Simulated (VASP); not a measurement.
# WSe2 (P6_3/mmc) in VASP: a series of runs, part 2 of 2

VASP 6.6.1.

## 3. Single point, PBEsol (equal strain along all axes, cell held: +1.0 %, then relaxed in part)

File INCAR:

```
SYSTEM = WSe2
PREC = Accurate
ENCUT = 520
EDIFF = 1E-6
ISMEAR = 0
SIGMA = 0.02
LREAL = .FALSE.
LASPH = .TRUE.
NELM = 80
ALGO = Normal
ISIF = 2
LWAVE = .FALSE.
LCHARG = .TRUE.
GGA = PS
LELF = .TRUE.
LVHAR = .TRUE.
NBANDS = 35
```

File KPOINTS:

```
regular mesh
0
G
  12 12 2
  0 0 0
```

File POSCAR:

```
WSe2
1.0
    3.3038068302      0.0000000000      0.0000000000
   -1.6519034151      2.8611806441      0.0000000000
    0.0000000000      0.0000000000     13.3559078674
W Se
2 4
Direct
    0.6666666667      0.3333333333      0.7500000000
    0.3333333333      0.6666666667      0.2500000000
    0.3333333333      0.6666666667      0.8744707230
    0.6666666667      0.3333333333      0.3744707230
    0.3333333333      0.6666666667      0.6255292770
    0.6666666667      0.3333333333      0.1255292770
```

Potentials or basis: VASP PAW PBE potentials, release 64 (W_sv, Se).

Command:

```
$ cat potpaw_PBE.64/W_sv/POTCAR potpaw_PBE.64/Se/POTCAR > POTCAR
$ mpirun -np 1 vasp_std > vasp.out
```

OUTCAR:

```text
SYSTEM = WSe2
   PREC = Accurate
   ENCUT = 520
   EDIFF = 1E-6
   ISMEAR = 0
   LREAL = .FALSE.
   LASPH = .TRUE.
   NELM = 80
   ISIF = 2
   GGA = PS

 ion  position               nearest neighbor table
   1  0.667  0.333  0.750-   3 2.53   5 2.53   3 2.53   5 2.53   3 2.53   5 2.53
   2  0.333  0.667  0.250-   4 2.53   6 2.53   4 2.53   6 2.53   4 2.53   6 2.53
   3  0.333  0.667  0.874-   1 2.53   1 2.53   1 2.53
   4  0.667  0.333  0.374-   2 2.53   2 2.53   2 2.53
   5  0.333  0.667  0.626-   1 2.53   1 2.53   1 2.53
   6  0.667  0.333  0.126-   2 2.53   2 2.53   2 2.53

  LATTYP: Found a hexagonal cell.
 ALAT       =     3.3038068302
 C/A-ratio  =     4.0425813475

  Lattice vectors:

 A1 = (   3.3038068302,   0.0000000000,   0.0000000000)
 A2 = (  -1.6519034151,   2.8611806441,   0.0000000000)
 A3 = (   0.0000000000,   0.0000000000,  13.3559078674)

Analysis of symmetry for initial positions (statically):
=====================================================================
 Subroutine PRICEL returns:
 Original cell was already a primitive cell.

 Routine SETGRP: Setting up the symmetry group for a
 hexagonal supercell.

 Subroutine GETGRP returns: Found 24 space group operations
 (whereof 12 operations were pure point group operations)
 out of a pool of 24 trial point group operations.

The static configuration has the point symmetry D_3d.
 The point group associated with its full space group is D_6h.

Analysis of symmetry for dynamics (positions and initial velocities):
=====================================================================
 Subroutine PRICEL returns:
 Original cell was already a primitive cell.

 Routine SETGRP: Setting up the symmetry group for a
 hexagonal supercell.

 Subroutine GETGRP returns: Found 24 space group operations
 (whereof 12 operations were pure point group operations)
 out of a pool of 24 trial point group operations.
[... 125 lines left out ...]
   ISMEAR =     0;   SIGMA  =   0.02  broadening in eV -4-tet -1-fermi 0-gaus
   EFERMI_NEDOS =   21; number of points for ismear=-14 and -15
   IALGO  =     38    algorithm
   IMIX   =      4    mixing-type and parameters
     AMIX     =   0.40;   BMIX     =  1.00
     AMIX_MAG =   1.60;   BMIX_MAG =  1.00
  volume/ion in A,a.u.               =      21.04       142.00
  Fermi-wavevector in a.u.,A,eV,Ry     =   1.218049  2.301779 20.186200  1.483644
  Thomas-Fermi vector in A             =   2.353349
   LORBIT       =      0    0 simple, 1 ext, 2 COOP (PROOUT), +10 PAW based schemes
   GGA     = PS    functional components
   LHFCALC =     F    Hartree Fock is set to
   AEXX    =    0.0000 exact exchange contribution
   IVDW    =     0    specifies the selected vdW correction
   LEPSILON=     F    determine dielectric tensor
   LRPA    =     F    only Hartree local field effects (RPA)
 non-spin polarized calculation
 Gauss-broadening in eV      SIGMA  =   0.02
  energy-cutoff  :      520.00
  volume of cell :      126.25
 maximum number of plane-waves:      3428
 NGX is ok and might be reduce to    28
   NGX = 13   NGY = 13   NGZ = 49

 number of electron      51.9999992 magnetization

 Free energy of the ion-electron system (eV)
  ---------------------------------------------------
  ext. energy  EPLUGINS =         0.00000000
  ---------------------------------------------------
  free energy    TOTEN  =       -46.53507396 eV

  energy without entropy =      -46.53507396  energy(sigma->0) =      -46.53507396

 E-fermi :   5.9927     XC(G=0): -10.6556

 val. band max:        5.6655315549   @ k =   0.0000   0.0000   0.0000
 cond. band min:       6.7408578509   @ k =   0.1667   0.1667   0.0000
 fundamental gap:      1.0753262960
 Fermi energy:         5.9926523666

 k-point     1 :       0.0000    0.0000    0.0000
  band No.  band energies     occupation
      1     -68.5811      2.00000
      2     -68.5810      2.00000
      3     -32.8225      2.00000
      4     -32.8225      2.00000
      5     -32.7056      2.00000
      6     -32.7056      2.00000
[... 901 lines left out ...]
     34       9.6692      0.00000
     35      11.2834      0.00000

 [... further k-points ...]
[... 5 lines left out ...]
  --------------------------------------------------------------------------------------
  -------------------------------------------------------------------------------------
  Total       -1.5001887     -1.5001887      0.1341921      0.0000000     -0.0000000      0.0000000
  in kB      -19.0380787    -19.0380787      1.7029588      0.0000000     -0.0000000      0.0000000
  external PRESSURE =     -12.1243996 kB  Pullay stress =       0.0000000 kB

 VOLUME and BASIS-vectors are now :
 -----------------------------------------------------------------------------
  energy-cutoff  :      520.00
  volume of cell :      126.25
      direct lattice vectors                 reciprocal lattice vectors
     3.303806830  0.000000000  0.000000000     0.302681135  0.174753035  0.000000000
    -1.651903415  2.861180644  0.000000000     0.000000000  0.349506069  0.000000000
     0.000000000  0.000000000 13.355907867     0.000000000  0.000000000  0.074873233

 POSITION                                       TOTAL-FORCE (eV/Angst)
 -----------------------------------------------------------------------------------
      1.65190      0.95373     10.01693        -0.000000      0.000000      0.000000
     -0.00000      1.90745      3.33898         0.000000     -0.000000      0.000000
     -0.00000      1.90745     11.67935        -0.000000      0.000000      0.058877
      1.65190      0.95373      5.00140         0.000000     -0.000000      0.058877
     -0.00000      1.90745      8.35451        -0.000000     -0.000000     -0.058877
      1.65190      0.95373      1.67656         0.000000      0.000000     -0.058877
 -----------------------------------------------------------------------------------
    total drift:                                0.000000     -0.000000      0.000000

  FREE ENERGIE OF THE ION-ELECTRON SYSTEM (eV)
  ---------------------------------------------------
  free  energy   TOTEN  =       -46.5350739612 eV

  energy  without entropy=      -46.5350739612  energy(sigma->0) =      -46.53507396
```

OSZICAR:

```text
N       E                     dE             d eps       ncg     rms          rms(c)
DAV:   1     0.496093720507E+03    0.49609E+03   -0.27845E+04  2948   0.144E+03
DAV:   2    -0.177451066738E+02   -0.51384E+03   -0.49586E+03  3127   0.388E+02
DAV:   3    -0.478907244256E+02   -0.30146E+02   -0.29674E+02  3260   0.893E+01
DAV:   4    -0.485385463169E+02   -0.64782E+00   -0.64467E+00  3214   0.135E+01
DAV:   5    -0.485481044133E+02   -0.95581E-02   -0.95366E-02  3203   0.172E+00    0.305E+01
DAV:   6    -0.469499514196E+02    0.15982E+01   -0.58666E+00  2951   0.159E+01    0.107E+01
DAV:   7    -0.467083710870E+02    0.24158E+00   -0.26191E+00  2815   0.778E+00    0.560E+00
DAV:   8    -0.465355502586E+02    0.17282E+00   -0.36092E-01  2950   0.412E+00    0.124E+00
DAV:   9    -0.465366698583E+02   -0.11196E-02   -0.56190E-02  3133   0.111E+00    0.830E-01
DAV:  10    -0.465351524892E+02    0.15174E-02   -0.12267E-02  2935   0.751E-01    0.162E-01
DAV:  11    -0.465351104748E+02    0.42014E-04   -0.16452E-03  2939   0.259E-01    0.167E-01
DAV:  12    -0.465350716590E+02    0.38816E-04   -0.59834E-05  3001   0.496E-02    0.998E-02
DAV:  13    -0.465350730727E+02   -0.14137E-05   -0.57432E-05  2950   0.451E-02    0.705E-03
DAV:  14    -0.465350739612E+02   -0.88851E-06   -0.40680E-06  2878   0.103E-02
   1 F= -.46535074E+02 E0= -.46535074E+02  d E =-.257380-120
```

Run time: 4.1 min. Hardware: 1 thread of Intel Xeon 6975P-C (Granite Rapids), shared host; peak memory 0.34 GiB.

What came out:

```yaml
Free_energy: -46.5351 eV
Pressure: -1.2 GPa
Largest_force: 0.059 eV/Å
Band_gap_on_the_k_mesh: 1.08 eV (least direct gap 1.48 eV)
```

Forces in eV/Å, atoms in the order of the input:
```
W    0.000  0.000  0.000
W    0.000  0.000  0.000
Se   0.000  0.000  0.059
Se   0.000  0.000  0.059
Se   0.000  0.000 -0.059
Se   0.000  0.000 -0.059
```

Caveat: the cell differs from its parent crystal (equal strain along all axes, cell held: +1.0 %, then relaxed in part); the PAW data sets were made with another functional, which shifts forces and pressure a little; spin-orbit coupling is left out, which moves the levels of the heavy elements; this functional lacks dispersion, which binds the layers, so the pressure and a relaxed spacing across them are unreliable.

## 4. Single point, PBEsol

This run uses another cell than the first one, of 21.04 Å³/atom.

File INCAR:

```
PREC     = Accurate       # precision mode
ENCUT    = 520            # plane-wave cutoff, eV
EDIFF    = 1E-6           # SCF threshold, eV
ISMEAR   = 0              # smearing method
SIGMA    = 0.02           # smearing width, eV
LREAL    = False          # projectors in reciprocal space
LASPH    = True           # aspherical terms in the spheres
NELM     = 60             # most SCF steps
ALGO     = Normal         # electronic algorithm
ISIF     = 2              # what is computed and relaxed
LWAVE    = False          # write WAVECAR
LCHARG   = False          # write CHGCAR
GGA      = PS             # functional
NBANDS   = 35             # bands
```

File KPOINTS:

```
regular mesh
0
Gamma
  12 12 2
```

POSCAR is that of step 3.

Command:

```
$ cat potpaw_PBE.64/W_sv/POTCAR potpaw_PBE.64/Se/POTCAR > POTCAR
$ mpirun -np 1 vasp_std > vasp.out
```

It took 2.8 min on 1 thread of Intel Xeon 6975P-C (Granite Rapids), shared host; peak memory 0.33 GiB.

Results (log left out):

* Free energy: -46.5351 eV
* Pressure: -1.2 GPa
* Largest force: 0.059 eV/Å
* Band gap on the k mesh: 1.08 eV (least direct gap 1.48 eV)

Forces in eV/Å, atoms in the order of the input:
```
W    0.000  0.000  0.000
W    0.000  0.000  0.000
Se   0.000  0.000  0.059
Se   0.000  0.000  0.059
Se   0.000  0.000 -0.059
Se   0.000  0.000 -0.059
```

Stress tensor (GPa, compression positive):
```
-1.90  0.00  0.00
 0.00 -1.90  0.00
 0.00  0.00  0.17
```

Levels at points of the mesh, in eV from the valence-band top:
| k point | band 22 | band 23 | band 24 | band 25 | band 26 | band 27 | band 28 | band 29 | band 30 | band 31 |
| --- | --- | --- | --- | --- | --- | --- | --- | --- | --- | --- |
| (0.00, 0.00, 0.00) | -1.51 | -1.51 | -1.22 | -0.98 | 0.00 | 2.68 | 2.68 | 2.71 | 2.71 | 2.84 |
| (0.50, 0.00, 0.00) | -2.32 | -1.34 | -1.29 | -1.23 | -1.13 | 2.11 | 2.14 | 2.36 | 2.62 | 3.03 |
| (0.00, 0.00, 0.50) | -1.53 | -1.53 | -1.53 | -0.23 | -0.23 | 2.69 | 2.69 | 2.69 | 2.69 | 2.91 |
| (0.50, 0.00, 0.50) | -2.41 | -1.27 | -1.27 | -1.21 | -1.21 | 2.13 | 2.13 | 2.51 | 2.51 | 3.38 |

Caveat: the PAW data sets were made with another functional, which shifts forces and pressure a little; spin-orbit coupling is left out, which moves the levels of the heavy elements; this functional lacks dispersion, which binds the layers, so the pressure and a relaxed spacing across them are unreliable.
